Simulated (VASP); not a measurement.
# CdTe (F-43m) in VASP: single point with PBEsol

Aim: the single point of CdTe with PBEsol.

All numbers are computed with VASP 6.6.1; they aren't measurements. Logs are shortened: lines on timing, memory, paths and dates and some standing lists are left out, and cuts for length are marked.

## 1. The cell of the first run

It takes space group F-43m (No. 216, cubic). Conventional cell: a = 6.648 Å, b = 6.648 Å, c = 6.648 Å, α = 90.00°, β = 90.00°, γ = 90.00°. Cd (site symmetry -43m) has 4 Te at 2.88 Å within 3.8 Å. Within 3.8 Å of Te (site symmetry -43m) lie 4 Cd at 2.88 Å.

## 2. Single point, PBEsol, non-collinear spin, zero start, spin-orbit coupling (36.73 Å³/atom)

Contents of INCAR:

```
SYSTEM = CdTe
PREC = Accurate ; ENCUT = 520
EDIFF = 1E-6 ; ISMEAR = 0
SIGMA = 0.02 ; LREAL = .False.
LASPH = .True. ; NELM = 150
ALGO = Normal ; ISIF = 2
LWAVE = .False. ; LCHARG = .False.
MAGMOM = 0 0 0 0 0 0 ; LORBIT = 11
LSORBIT = .True. ; GGA_COMPAT = .False.
LORBMOM = .True. ; GGA = PS
NBANDS = 30
```

Contents of KPOINTS:

```
Automatic mesh
0
Gamma
  10 10 10
  0 0 0
```

Contents of POSCAR:

```
CdTe
1.0
    0.0000000000      3.3241932403      3.3241932403
    3.3241932403      0.0000000000      3.3241932403
    3.3241932403      3.3241932403      0.0000000000
Cd Te
1 1
Direct
    0.0000000000      0.0000000000      0.0000000000
    0.2500000000      0.2500000000      0.2500000000
```

Potentials or basis: VASP PAW PBE potentials, release 64 (Cd, Te).

Started as:

```bash
> cat potpaw_PBE.64/Cd/POTCAR potpaw_PBE.64/Te/POTCAR > POTCAR
> mpirun -np 1 vasp_ncl > vasp.out
```

OUTCAR:

```text
SYSTEM = CdTe
   PREC = Accurate
   ENCUT = 520
   EDIFF = 1E-6
   ISMEAR = 0
   LREAL = .False.
   LASPH = .True.
   NELM = 150
   ISIF = 2
   LORBIT = 11
   LSORBIT = .True.
   GGA = PS

 ion  position               nearest neighbor table
   1  0.000  0.000  0.000-   2 2.88   2 2.88   2 2.88   2 2.88
   2  0.250  0.250  0.250-   1 2.88   1 2.88   1 2.88   1 2.88

  LATTYP: Found a face centered cubic cell.
 ALAT       =     6.6483864806

  Lattice vectors:

 A1 = (   0.0000000000,   3.3241932403,   3.3241932403)
 A2 = (   3.3241932403,   0.0000000000,   3.3241932403)
 A3 = (   3.3241932403,   3.3241932403,   0.0000000000)

Analysis of symmetry for initial positions (statically):
=====================================================================
 Subroutine PRICEL returns:
 Original cell was already a primitive cell.

 Routine SETGRP: Setting up the symmetry group for a
 face centered cubic supercell.

 Subroutine GETGRP returns: Found 24 space group operations
 (whereof 24 operations were pure point group operations)
 out of a pool of 48 trial point group operations.

The static configuration has the point symmetry T_d .

Analysis of symmetry for dynamics (positions and initial velocities):
=====================================================================
 Subroutine PRICEL returns:
 Original cell was already a primitive cell.

 Routine SETGRP: Setting up the symmetry group for a
 face centered cubic supercell.

 Subroutine GETGRP returns: Found 24 space group operations
 (whereof 24 operations were pure point group operations)
 out of a pool of 48 trial point group operations.

The dynamic configuration has the point symmetry T_d .

Analysis of structural, dynamic, and magnetic symmetry:
=====================================================================
 Subroutine PRICEL returns:
 Original cell was already a primitive cell.

 Routine SETGRP: Setting up the symmetry group for a
 face centered cubic supercell.

 Subroutine GETGRP returns: Found 24 space group operations
 (whereof 24 operations were pure point group operations)
 out of a pool of 48 trial point group operations.

The overall configuration has the point symmetry T_d .

 Subroutine INISYM returns: Found 24 space group operations
 (whereof 24 operations are pure point group operations),
 and found     1 'primitive' translations

----------------------------------------------------------------------------------------

[... 967 lines left out ...]
 -----------------------------------------------------------------------------------
    total drift:                               -0.000000     -0.000000     -0.000000

  FREE ENERGIE OF THE ION-ELECTRON SYSTEM (eV)
  ---------------------------------------------------
  free  energy   TOTEN  =        -5.5803509256 eV

  energy  without entropy=       -5.5803509256  energy(sigma->0) =       -5.58035093

 orbital moment (x)

 # of ion     p       d       tot
 ----------------------------------------
  1        -0.000  -0.000  -0.000
  2         0.000   0.000   0.000
 ----------------------------------------
            0.000  -0.000  -0.000

 orbital moment (y)

 # of ion     p       d       tot
 ----------------------------------------
  1         0.000  -0.000  -0.000
  2        -0.000  -0.000  -0.000
 ----------------------------------------
            0.000  -0.000  -0.000

 orbital moment (z)

 # of ion     p       d       tot
 ----------------------------------------
  1         0.000   0.000   0.000
  2         0.000  -0.000  -0.000
 ----------------------------------------
            0.000   0.000   0.000

 Spin-Orbit-Coupling matrix elements

 Ion:    1  E_soc:     -0.0593992
 l=   1
     0.0000000    -0.0029444    -0.0029444
    -0.0029444     0.0000000    -0.0029444
    -0.0029444    -0.0029444     0.0000000
 l=   2
     0.0000000    -0.0013857     0.0000000    -0.0013857    -0.0055697
    -0.0013857     0.0000000    -0.0041773    -0.0013857    -0.0013924
     0.0000000    -0.0041773     0.0000000    -0.0041773     0.0000000
    -0.0013857    -0.0013857    -0.0041773     0.0000000    -0.0013924
    -0.0055697    -0.0013924     0.0000000    -0.0013924     0.0000000
 l=   3
     0.0000000     0.0000000     0.0000000     0.0000000     0.0000000     0.0000000     0.0000000
     0.0000000     0.0000000     0.0000000     0.0000000     0.0000000     0.0000000     0.0000000
     0.0000000     0.0000000     0.0000000     0.0000000     0.0000000     0.0000000     0.0000000
     0.0000000     0.0000000     0.0000000     0.0000000     0.0000000     0.0000000     0.0000000
     0.0000000     0.0000000     0.0000000     0.0000000     0.0000000     0.0000000     0.0000000
     0.0000000     0.0000000     0.0000000     0.0000000     0.0000000     0.0000000     0.0000000
     0.0000000     0.0000000     0.0000000     0.0000000     0.0000000     0.0000000     0.0000000

 Ion:    2  E_soc:     -0.2014883
 l=   1
     0.0000000    -0.0335181    -0.0335181
    -0.0335181     0.0000000    -0.0335181
    -0.0335181    -0.0335181     0.0000000
 l=   2
     0.0000000    -0.0000268     0.0000000    -0.0000268    -0.0000365
    -0.0000268     0.0000000    -0.0000274    -0.0000268    -0.0000091
     0.0000000    -0.0000274     0.0000000    -0.0000274     0.0000000
    -0.0000268    -0.0000268    -0.0000274     0.0000000    -0.0000091
    -0.0000365    -0.0000091     0.0000000    -0.0000091     0.0000000
 l=   3
     0.0000000     0.0000000     0.0000000     0.0000000     0.0000000     0.0000000     0.0000000
     0.0000000     0.0000000     0.0000000     0.0000000     0.0000000     0.0000000     0.0000000
     0.0000000     0.0000000     0.0000000     0.0000000     0.0000000     0.0000000     0.0000000
     0.0000000     0.0000000     0.0000000     0.0000000     0.0000000     0.0000000     0.0000000
     0.0000000     0.0000000     0.0000000     0.0000000     0.0000000     0.0000000     0.0000000
     0.0000000     0.0000000     0.0000000     0.0000000     0.0000000     0.0000000     0.0000000
     0.0000000     0.0000000     0.0000000     0.0000000     0.0000000     0.0000000     0.0000000

 total charge

# of ion       s       p       d       tot
------------------------------------------
    1        0.465   0.278   9.529  10.273
    2        1.357   2.010   0.017   3.384
--------------------------------------------------
tot          1.822   2.288   9.546  13.657

 magnetization (x)

# of ion       s       p       d       tot
------------------------------------------
    1        0.000  -0.000   0.000   0.000
    2       -0.000   0.000   0.000  -0.000
--------------------------------------------------
tot          0.000  -0.000   0.000   0.000

 magnetization (y)

# of ion       s       p       d       tot
------------------------------------------
    1        0.000  -0.000   0.000  -0.000
    2        0.000   0.000   0.000   0.000
--------------------------------------------------
tot          0.000  -0.000   0.000  -0.000

 magnetization (z)

# of ion       s       p       d       tot
------------------------------------------
    1       -0.000  -0.000   0.000  -0.000
    2        0.000   0.000  -0.000   0.000
--------------------------------------------------
tot         -0.000  -0.000   0.000  -0.000
```

OSZICAR:

```text
N       E                     dE             d eps       ncg     rms          rms(c)
DAV:   1     0.109560290354E+03    0.10956E+03   -0.79007E+03  4380   0.103E+03
DAV:   2    -0.363462815603E+00   -0.10992E+03   -0.10541E+03  4850   0.258E+02
DAV:   3    -0.577031997698E+01   -0.54069E+01   -0.53723E+01  5152   0.574E+01
DAV:   4    -0.584044492404E+01   -0.70125E-01   -0.70105E-01  5426   0.578E+00
DAV:   5    -0.584134041372E+01   -0.89549E-03   -0.89548E-03  5104   0.646E-01    0.527E+00
DAV:   6    -0.559640544930E+01    0.24493E+00   -0.42599E-01  4752   0.841E+00    0.423E+00
DAV:   7    -0.558147067297E+01    0.14935E-01   -0.11721E-01  4878   0.220E+00    0.217E+00
DAV:   8    -0.558039566174E+01    0.10750E-02   -0.71172E-03  4858   0.860E-01    0.983E-01
DAV:   9    -0.558025227081E+01    0.14339E-03   -0.44596E-04  4862   0.208E-01    0.272E-01
DAV:  10    -0.558032027706E+01   -0.68006E-04   -0.27297E-04  4818   0.156E-01    0.503E-02
DAV:  11    -0.558033809111E+01   -0.17814E-04   -0.29282E-05  5158   0.620E-02    0.206E-02
DAV:  12    -0.558035107986E+01   -0.12989E-04   -0.20710E-05  4814   0.265E-02    0.192E-02
DAV:  13    -0.558035092564E+01    0.15423E-06   -0.45293E-07  4070   0.525E-03
   1 F= -.55803509E+01 E0= -.55803509E+01  d E =-.669698E-12  mag=    -0.0000     0.0000    -0.0000
```

stdout:

```text
POSCAR found type information on POSCAR CdTe
 POSCAR found :  2 types and       2 ions
 scaLAPACK will be used
 -----------------------------------------------------------------------------
|                                                                             |
|                                                                             |
|     You enforced a specific xc type in the INCAR file but a different       |
|     I HOPE YOU KNOW WHAT YOU ARE DOING!                                     |
|                                                                             |
 -----------------------------------------------------------------------------

 LDA part: xc-table for (Slater+PW92), standard interpolation
 POSCAR, INCAR and KPOINTS ok, starting setup
 FFT: planning ... GRIDC
 FFT: planning ... GRID_SOFT
 FFT: planning ... GRID
 WAVECAR not read
 entering main loop
```

Wall time 9.8 min (1 thread of Intel Xeon 8259CL, shared host); peak memory 0.54 GiB.

Results:

* Free energy: -5.5804 eV
* Pressure: -2.4 GPa
* Net moment: 0.00 μB per cell
* Valence electrons inside the program's atomic spheres: Cd 10.27; Te 3.38

Moments on the atoms (μB; x, y, z):
```
Cd  0.00 0.00 0.00
Te  0.00 0.00 0.00
```

Caveat: the PAW data sets were made with another functional, which shifts forces and pressure a little.
